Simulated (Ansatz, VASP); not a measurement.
# One calculation of Cr, two programs

INCAR

```
PREC = Accurate
ENCUT = 520
EDIFF = 1E-6
ISMEAR = -1
SIGMA = 0.1
LREAL = False
LASPH = True
NELM = 100
ALGO = Normal
ISIF = 2
LWAVE = False
LCHARG = False
GGA = PE
NBANDS = 19
```

Contents of KPOINTS:

```
regular mesh
0
Gamma
  17 17 9
```

The input POSCAR:

```
Cr
1.0
    2.4262994230      0.0000000000      0.0000000000
   -1.2131497115      2.1012369376      0.0000000000
    0.0000000000      0.0000000000      4.3048677147
Cr
2
Direct
    0.3333333333      0.6666666667      0.2500000000
    0.6666666667      0.3333333333      0.7500000000
```

Input for Ansatz:

```yaml
crystal:
  lattice:
    - [2.426299423, 0.0, 0.0]
    - [-1.2131497115, 2.1012369376, 0.0]
    - [0.0, 0.0, 4.3048677147]
  atoms:
    - { symbol: Cr, position: [0.3333333333, 0.6666666667, 0.25] }
    - { symbol: Cr, position: [0.6666666667, 0.3333333333, 0.75] }
kpoints:
  mp_grid: { grid: [17, 17, 9] }
scf:
  occupations: { method: fermi_dirac, width: 0.1 }
hamiltonian:
  xc: pbe
  pseudopotentials: { kind: all_electron, lapw: { basis_error: 0.001 } }
output:
  forces: true
  stress: true
  eigenvalues: true
  populations: true
```

Change from the starting cell: volume scaled by 0.92, LAPW.

Alike in both runs: task single point; functional PBE; k mesh 17 × 17 × 9; occupations fermi-dirac, width 0.1 eV; no spin polarisation.

|  | VASP | Ansatz |
| --- | --- | --- |
| version | VASP 6.6.1 | Ansatz 0.2.0 |
| potentials or method | VASP PAW PBE potentials, release 64 (Cr_pv), cutoff 520 eV | all-electron LAPW, scalar-relativistic |

```csv
,VASP,Ansatz,Ansatz less VASP
pressure (GPa),22.7,23.1,+0.42
```

Ansatz ran all-electron here, and VASP with PAW potentials.
